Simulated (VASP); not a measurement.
# SnTe (F-43m) in VASP: a series of runs

SnTe is run at these levels: LDA; tasks: single point.

Program: VASP 6.6.1. These are calculated values, not measurements. Logs are shortened: lines on timing, memory, paths and dates and some standing lists are left out, and cuts for length are marked.

### Step 1. The cell of the first run

The structure is cubic, space group F-43m (No. 216). Conventional cell: a = 7.410 Å, b = 7.410 Å, c = 7.410 Å, α = 90.00°, β = 90.00°, γ = 90.00°. Within 4.2 Å of Sn (site symmetry -43m) lie 4 Te at 3.21 Å. Te (site symmetry -43m) has 4 Sn at 3.21 Å within 4.2 Å.

### Step 2. Single point, LDA

Contents of INCAR:

```
SYSTEM = SnTe
PREC     = Accurate       ! precision mode
ENCUT    = 520            ! plane-wave cutoff, eV
EDIFF    = 1E-6           ! SCF threshold, eV
ISMEAR   = -1             ! smearing method
SIGMA    = 0.05           ! smearing width, eV
LREAL    = .FALSE.        ! projectors in reciprocal space
LASPH    = .TRUE.         ! aspherical terms in the spheres
NELM     = 60             ! most SCF steps
ALGO     = Normal         ! electronic algorithm
ISIF     = 2              ! what is computed and relaxed
LWAVE    = .FALSE.        ! write WAVECAR
LCHARG   = .FALSE.        ! write CHGCAR
GGA      = CA             ! functional
NBANDS   = 17             ! bands
```

Contents of KPOINTS:

```
regular mesh
0
G
  6 6 6
  0 0 0
```

Contents of POSCAR:

```
SnTe
1.0
    0.0000000000      3.7049877839      3.7049877839
    3.7049877839      0.0000000000      3.7049877839
    3.7049877839      3.7049877839      0.0000000000
Sn Te
1 1
Direct
    0.0000000000      0.0000000000      0.0000000000
    0.7500000000      0.7500000000      0.7500000000
```

Potentials or basis: VASP PAW LDA potentials, release 64 (Sn_d, Te).

Run with:

```console
cat potpaw_LDA.64/Sn_d/POTCAR potpaw_LDA.64/Te/POTCAR > POTCAR
mpirun -np 1 vasp_std > vasp.out
```

OUTCAR:

```text
SYSTEM = SnTe
   PREC = Accurate
   ENCUT = 520
   EDIFF = 1E-6
   ISMEAR = -1
   LREAL = .FALSE.
   LASPH = .TRUE.
   NELM = 60
   ISIF = 2
   GGA = CA

 ion  position               nearest neighbor table
   1  0.000  0.000  0.000-   2 3.21   2 3.21   2 3.21   2 3.21
   2  0.750  0.750  0.750-   1 3.21   1 3.21   1 3.21   1 3.21

  LATTYP: Found a face centered cubic cell.
 ALAT       =     7.4099755678

  Lattice vectors:

 A1 = (   0.0000000000,   3.7049877839,   3.7049877839)
 A2 = (   3.7049877839,   0.0000000000,   3.7049877839)
 A3 = (   3.7049877839,   3.7049877839,   0.0000000000)

Analysis of symmetry for initial positions (statically):
=====================================================================
 Subroutine PRICEL returns:
 Original cell was already a primitive cell.

 Routine SETGRP: Setting up the symmetry group for a
 face centered cubic supercell.

 Subroutine GETGRP returns: Found 24 space group operations
 (whereof 24 operations were pure point group operations)
 out of a pool of 48 trial point group operations.

The static configuration has the point symmetry T_d .

Analysis of symmetry for dynamics (positions and initial velocities):
=====================================================================
 Subroutine PRICEL returns:
 Original cell was already a primitive cell.

 Routine SETGRP: Setting up the symmetry group for a
 face centered cubic supercell.

 Subroutine GETGRP returns: Found 24 space group operations
 (whereof 24 operations were pure point group operations)
 out of a pool of 48 trial point group operations.

The dynamic configuration has the point symmetry T_d .

 Subroutine INISYM returns: Found 24 space group operations
 (whereof 24 operations are pure point group operations),
 and found     1 'primitive' translations

----------------------------------------------------------------------------------------

                                     Primitive cell

  volume of cell :     101.7162

  direct lattice vectors                    reciprocal lattice vectors
     0.000000000  3.704987784  3.704987784    -0.134953211  0.134953211  0.134953211
     3.704987784  0.000000000  3.704987784     0.134953211 -0.134953211  0.134953211
     3.704987784  3.704987784  0.000000000     0.134953211  0.134953211 -0.134953211

  length of vectors
     5.239643972  5.239643972  5.239643972     0.233745819  0.233745819  0.233745819

  position of ions in fractional coordinates (direct lattice)
     0.000000000  0.000000000  0.000000000
     0.750000000  0.750000000  0.750000000

  ion indices of the primitive-cell ions
   primitive index   ion index
                 1           1
                 2           2

----------------------------------------------------------------------------------------

 KPOINTS: regular mesh

Automatic generation of k-mesh.
 Grid dimensions read from file:
 generate k-points for:    6    6    6

 Generating k-lattice:

  Cartesian coordinates                     Fractional coordinates (reciprocal lattice)
    -0.022492202  0.022492202  0.022492202     0.166666667  0.000000000  0.000000000
     0.022492202 -0.022492202  0.022492202     0.000000000  0.166666667  0.000000000
     0.022492202  0.022492202 -0.022492202     0.000000000  0.000000000  0.166666667

  Length of vectors
     0.038957636  0.038957636  0.038957636

  Shift w.r.t. Gamma in fractional coordinates (k-lattice)
     0.000000000  0.000000000  0.000000000

 Subroutine IBZKPT returns following result:
 ===========================================

 Found     16 irreducible k-points:

 Following reciprocal coordinates:
            Coordinates               Weight
  0.000000  0.000000  0.000000      1.000000
  0.166667  0.000000  0.000000      8.000000
  0.333333  0.000000  0.000000      8.000000
  0.500000  0.000000  0.000000      4.000000
  0.166667  0.166667  0.000000      6.000000
  0.333333  0.166667  0.000000     24.000000
[... 8 lines left out ...]
 -0.333333  0.333333  0.166667     24.000000
 -0.333333  0.500000  0.166667     12.000000
   k-points           NKPTS =     16   k-points in BZ     NKDIM =     16   number of bands    NBANDS=     17
   number of dos      NEDOS =    301   number of ions     NIONS =      2
   total plane-waves  NPLWV =  64000
   dimension x,y,z NGX =    40 NGY =   40 NGZ =   40
   dimension x,y,z NGXF=    80 NGYF=   80 NGZF=   80
   ions per type =               1   1
   NGX,Y,Z   is equivalent  to a cutoff of  12.69, 12.69, 12.69 a.u.
   NGXF,Y,Z  is equivalent  to a cutoff of  25.38, 25.38, 25.38 a.u.
 SYSTEM =  SnTe
   PREC   = accura    normal or accurate (medium, high low for compatibility)
   ISTART =      0    job   : 0-new  1-cont  2-samecut
   ICHARG =      2    charge: 1-file 2-atom 10-const
   ISPIN  =      1    spin polarized calculation?
   LNONCOLLINEAR =      F non collinear calculations
   LSORBIT =      F    spin-orbit coupling
   LASPH  =      T    aspherical Exc in radial PAW
   ENCUT  =  520.0 eV  38.22 Ry    6.18 a.u.   9.74  9.74  9.74*2*pi/ulx,y,z
   NELM   =     60;   NELMIN=  2; NELMDL= -5     # of ELM steps
   EDIFF  = 0.1E-05   stopping-criterion for ELM
   LREAL  =      F    real-space projection
   EDIFFG = 0.1E-04   stopping-criterion for IOM
   NSW    =      0    number of steps for IOM
   IBRION =     -1    ionic relax: 0-MD 1-quasi-New 2-CG
   NFREE  =      0    steps in history (QN), initial steepest desc. (CG)
   ISIF   =      2    stress and relaxation
   ISYM   =      2    0-nonsym 1-usesym 2-fastsym
   POTIM  = 0.5000    time-step for ionic-motion
   TEBEG  =    0.0;   TEEND  =   0.0 temperature during run
   PSTRESS=    0.0 pullay stress
   NELECT =      20.0000    total number of electrons
   NUPDOWN=      -1.0000    fix difference up-down
   EMIN   =  10.00;   EMAX   =-10.00  energy-range for DOS
   EFERMI =   0.00;   METHOD = LEGACY
   ISMEAR =    -1;   SIGMA  =   0.05  broadening in eV -4-tet -1-fermi 0-gaus
   EFERMI_NEDOS =   21; number of points for ismear=-14 and -15
   IALGO  =     38    algorithm
   IMIX   =      4    mixing-type and parameters
     AMIX     =   0.40;   BMIX     =  1.00
     AMIX_MAG =   1.60;   BMIX_MAG =  1.00
  volume/ion in A,a.u.               =      50.86       343.21
  Fermi-wavevector in a.u.,A,eV,Ry     =   0.951966  1.798955 12.330131  0.906239
  Thomas-Fermi vector in A             =   2.080485
   LORBIT       =      0    0 simple, 1 ext, 2 COOP (PROOUT), +10 PAW based schemes
   GGA     = CA    functional components
   LHFCALC =     F    Hartree Fock is set to
   AEXX    =    0.0000 exact exchange contribution
   IVDW    =     0    specifies the selected vdW correction
   LEPSILON=     F    determine dielectric tensor
   LRPA    =     F    only Hartree local field effects (RPA)
 non-spin polarized calculation
  energy-cutoff  :      520.00
  volume of cell :      101.72
 maximum number of plane-waves:      2764
   NGX = 19   NGY = 19   NGZ = 19

 number of electron      20.0000005 magnetization

 Free energy of the ion-electron system (eV)
  ---------------------------------------------------
  ext. energy  EPLUGINS =         0.00000000
  ---------------------------------------------------
  free energy    TOTEN  =        -7.86130266 eV

  energy without entropy =       -7.86043231  energy(sigma->0) =       -7.86086748

 E-fermi :   2.2658     XC(G=0):  -7.5138

 val. band max:        2.0581650464   @ k =  -0.3333   0.5000   0.1667
 cond. band min:       2.4131843407   @ k =   0.5000   0.5000   0.0000
 fundamental gap:      0.3550192943
 Fermi energy:         2.2658329197

 k-point     1 :       0.0000    0.0000    0.0000
  band No.  band energies     occupation
      1     -19.4316      2.00000
      2     -19.4316      2.00000
      3     -19.4316      2.00000
      4     -19.4253      2.00000
      5     -19.4253      2.00000
      6      -8.9062      2.00000
[... 9 lines left out ...]
     16       8.7199      0.00000
     17       9.7449      0.00000

 k-point     2 :       0.1667    0.0000    0.0000
  band No.  band energies     occupation
      1     -19.4318      2.00000
      2     -19.4314      2.00000
      3     -19.4314      2.00000
      4     -19.4252      2.00000
      5     -19.4252      2.00000
      6      -8.8090      2.00000
[... 9 lines left out ...]
     16       8.2219      0.00000
     17       9.2642      0.00000

 k-point     3 :       0.3333    0.0000    0.0000
  band No.  band energies     occupation
      1     -19.4322      2.00000
      2     -19.4309      2.00000
      3     -19.4309      2.00000
      4     -19.4252      2.00000
      5     -19.4252      2.00000
      6      -8.5875      2.00000
[... 9 lines left out ...]
     16       8.3198      0.00000
     17       9.2887      0.00000

 k-point     4 :       0.5000    0.0000    0.0000
  band No.  band energies     occupation
      1     -19.4324      2.00000
      2     -19.4307      2.00000
      3     -19.4307      2.00000
      4     -19.4251      2.00000
      5     -19.4251      2.00000
      6      -8.4583      2.00000
[... 9 lines left out ...]
     16       9.0183      0.00000
     17       9.0183      0.00000

 k-point     5 :       0.1667    0.1667    0.0000
  band No.  band energies     occupation
      1     -19.4322      2.00000
      2     -19.4311      2.00000
      3     -19.4311      2.00000
      4     -19.4254      2.00000
      5     -19.4251      2.00000
      6      -8.7757      2.00000
[... 9 lines left out ...]
     16       8.9805      0.00000
     17      10.2810      0.00000

 k-point     6 :       0.3333    0.1667    0.0000
  band No.  band energies     occupation
      1     -19.4326      2.00000
      2     -19.4308      2.00000
      3     -19.4307      2.00000
      4     -19.4254      2.00000
      5     -19.4250      2.00000
      6      -8.5909      2.00000
[... 9 lines left out ...]
     16       9.0614      0.00000
     17      10.0368      0.00000

 k-point     7 :       0.5000    0.1667    0.0000
  band No.  band energies     occupation
      1     -19.4326      2.00000
      2     -19.4306      2.00000
      3     -19.4305      2.00000
      4     -19.4253      2.00000
      5     -19.4250      2.00000
      6      -8.4178      2.00000
[... 9 lines left out ...]
     16       9.1370      0.00000
     17       9.3415      0.00000

 k-point     8 :      -0.3333    0.1667    0.0000
  band No.  band energies     occupation
      1     -19.4325      2.00000
      2     -19.4307      2.00000
      3     -19.4307      2.00000
      4     -19.4252      2.00000
      5     -19.4252      2.00000
      6      -8.4631      2.00000
[... 9 lines left out ...]
     16       8.6442      0.00000
     17       9.6662      0.00000

 k-point     9 :      -0.1667    0.1667    0.0000
  band No.  band energies     occupation
      1     -19.4322      2.00000
      2     -19.4311      2.00000
      3     -19.4309      2.00000
      4     -19.4253      2.00000
      5     -19.4251      2.00000
      6      -8.6672      2.00000
[... 9 lines left out ...]
     16       8.2458      0.00000
     17      10.1807      0.00000

 k-point    10 :       0.3333    0.3333    0.0000
  band No.  band energies     occupation
      1     -19.4333      2.00000
      2     -19.4302      2.00000
      3     -19.4302      2.00000
      4     -19.4256      2.00000
      5     -19.4248      2.00000
      6      -8.4691      2.00000
[... 9 lines left out ...]
     16       9.7495      0.00000
     17      11.3821      0.00000

 k-point    11 :       0.5000    0.3333    0.0000
  band No.  band energies     occupation
      1     -19.4334      2.00000
      2     -19.4301      2.00000
      3     -19.4300      2.00000
      4     -19.4256      2.00000
      5     -19.4248      2.00000
      6      -8.3296      2.00000
[... 9 lines left out ...]
     16       9.5908      0.00000
     17      10.8367      0.00000

 k-point    12 :      -0.3333    0.3333    0.0000
  band No.  band energies     occupation
      1     -19.4329      2.00000
      2     -19.4304      2.00000
      3     -19.4302      2.00000
      4     -19.4254      2.00000
      5     -19.4250      2.00000
      6      -8.3271      2.00000
[... 9 lines left out ...]
     16       9.0977      0.00000
     17      10.9062      0.00000

 k-point    13 :       0.5000    0.5000    0.0000
  band No.  band energies     occupation
      1     -19.4338      2.00000
      2     -19.4297      2.00000
      3     -19.4297      2.00000
      4     -19.4258      2.00000
      5     -19.4247      2.00000
      6      -8.2812      2.00000
[... 9 lines left out ...]
     16      10.3137      0.00000
     17      10.3138      0.00000

 k-point    14 :       0.5000    0.3333    0.1667
  band No.  band energies     occupation
      1     -19.4328      2.00000
      2     -19.4305      2.00000
      3     -19.4302      2.00000
      4     -19.4254      2.00000
      5     -19.4250      2.00000
      6      -8.4219      2.00000
[... 9 lines left out ...]
     16       9.3977      0.00000
     17      10.3823      0.00000

 k-point    15 :      -0.3333    0.3333    0.1667
  band No.  band energies     occupation
      1     -19.4329      2.00000
      2     -19.4306      2.00000
      3     -19.4300      2.00000
      4     -19.4254      2.00000
      5     -19.4250      2.00000
      6      -8.3271      2.00000
[... 9 lines left out ...]
     16       9.2645      0.00000
     17      10.2668      0.00000

 k-point    16 :      -0.3333    0.5000    0.1667
  band No.  band energies     occupation
      1     -19.4333      2.00000
      2     -19.4303      2.00000
      3     -19.4298      2.00000
      4     -19.4255      2.00000
      5     -19.4249      2.00000
      6      -8.2796      2.00000
[... 9 lines left out ...]
     16      10.0058      0.00000
     17      10.0181      0.00000

------------------------ aborting loop because EDIFF is reached ----------------------------------------

  FORCE on cell =-STRESS in cart. coord.  units (eV):
  Direction    XX          YY          ZZ          XY          YZ          ZX
  --------------------------------------------------------------------------------------
  -------------------------------------------------------------------------------------
  Total       -2.2078992     -2.2078992     -2.2078992     -0.0000000      0.0000000      0.0000000
  in kB      -34.7775896    -34.7775896    -34.7775896     -0.0000000      0.0000000      0.0000000
  external PRESSURE =     -34.7775896 kB  Pullay stress =       0.0000000 kB

 VOLUME and BASIS-vectors are now :
 -----------------------------------------------------------------------------
  energy-cutoff  :      520.00
  volume of cell :      101.72
      direct lattice vectors                 reciprocal lattice vectors
     0.000000000  3.704987784  3.704987784    -0.134953211  0.134953211  0.134953211
     3.704987784  0.000000000  3.704987784     0.134953211 -0.134953211  0.134953211
     3.704987784  3.704987784  0.000000000     0.134953211  0.134953211 -0.134953211

 POSITION                                       TOTAL-FORCE (eV/Angst)
 -----------------------------------------------------------------------------------
      0.00000      0.00000      0.00000         0.000000      0.000000      0.000000
      5.55748      5.55748      5.55748        -0.000000     -0.000000     -0.000000
 -----------------------------------------------------------------------------------
    total drift:                                0.000000      0.000000      0.000000

  FREE ENERGIE OF THE ION-ELECTRON SYSTEM (eV)
  ---------------------------------------------------
  free  energy   TOTEN  =        -7.8613026558 eV

  energy  without entropy=       -7.8604323091  energy(sigma->0) =       -7.86086748
```

It took 32 s on 1 thread of Intel Xeon 8259CL, shared host; peak memory 0.2 GiB.

Results:

```yaml
Free_energy: -7.8613 eV
Pressure: -3.5 GPa
Band_gap_on_the_k_mesh: 0.35 eV (least direct gap 0.80 eV)
```

Levels at points of the mesh, in eV from the valence-band top:
| k point | band 8 | band 9 | band 10 | band 11 | band 12 | band 13 |
| --- | --- | --- | --- | --- | --- | --- |
| (0.00, 0.00, 0.00) | -1.50 | -1.50 | -1.50 | 1.24 | 1.24 | 1.24 |
| (0.50, 0.00, 0.00) | -1.99 | -1.99 | -1.76 | 1.99 | 1.99 | 3.25 |
| (0.50, 0.50, 0.00) | -2.59 | -2.59 | -0.44 | 0.35 | 3.77 | 3.77 |

Caveat: the cell stands under tension; spin-orbit coupling is left out, which moves the levels of the heavy elements. A k mesh can miss the band edges.

### Step 3. Single point, LDA

This run uses another cell than the first one, of 52.74 Å³/atom.

Contents of INCAR:

```
SYSTEM = SnTe
PREC     = Accurate       ! precision mode
ENCUT    = 520            ! plane-wave cutoff, eV
EDIFF    = 1E-6           ! SCF threshold, eV
ISMEAR   = -1             ! smearing method
SIGMA    = 0.05           ! smearing width, eV
LREAL    = .False.        ! projectors in reciprocal space
LASPH    = .True.         ! aspherical terms in the spheres
NELM     = 100            ! most SCF steps
ALGO     = Normal         ! electronic algorithm
ISIF     = 2              ! what is computed and relaxed
LWAVE    = .False.        ! write WAVECAR
LCHARG   = .False.        ! write CHGCAR
GGA      = CA             ! functional
NBANDS   = 17             ! bands
```

Contents of KPOINTS:

```
regular mesh
0
Gamma
  6 6 6
  0 0 0
```

Contents of POSCAR:

```
SnTe
1.0
    0.0000000000      3.7501750152      3.7501750152
    3.7501750152      0.0000000000      3.7501750152
    3.7501750152      3.7501750152      0.0000000000
Sn Te
1 1
Direct
    0.0000000000      0.0000000000      0.0000000000
    0.7500000000      0.7500000000      0.7500000000
```

Potentials or basis: VASP PAW LDA potentials, release 64 (Sn_d, Te).

Run with:

```console
cat potpaw_LDA.64/Sn_d/POTCAR potpaw_LDA.64/Te/POTCAR > POTCAR
mpirun -np 1 vasp_std > vasp.out
```

Run time: 38 s. Hardware: 1 thread of Intel Xeon 8259CL, shared host; peak memory 0.2 GiB.

The run converged. Its results:

* Free energy: -7.7743 eV
* Pressure: -4.0 GPa
* Band gap on the k mesh: 0.42 eV (least direct gap 0.82 eV)

Levels at points of the mesh, in eV from the valence-band top:
```tsv
k point	band 8	band 9	band 10	band 11	band 12	band 13
(0.00, 0.00, 0.00)	-1.40	-1.40	-1.40	1.28	1.28	1.28
(0.50, 0.00, 0.00)	-1.87	-1.87	-1.68	2.00	2.00	3.13
(0.50, 0.50, 0.00)	-2.44	-2.44	-0.40	0.42	3.66	3.66
```

Caveat: the cell stands under tension; spin-orbit coupling is left out, which moves the levels of the heavy elements. A k mesh can miss the band edges.
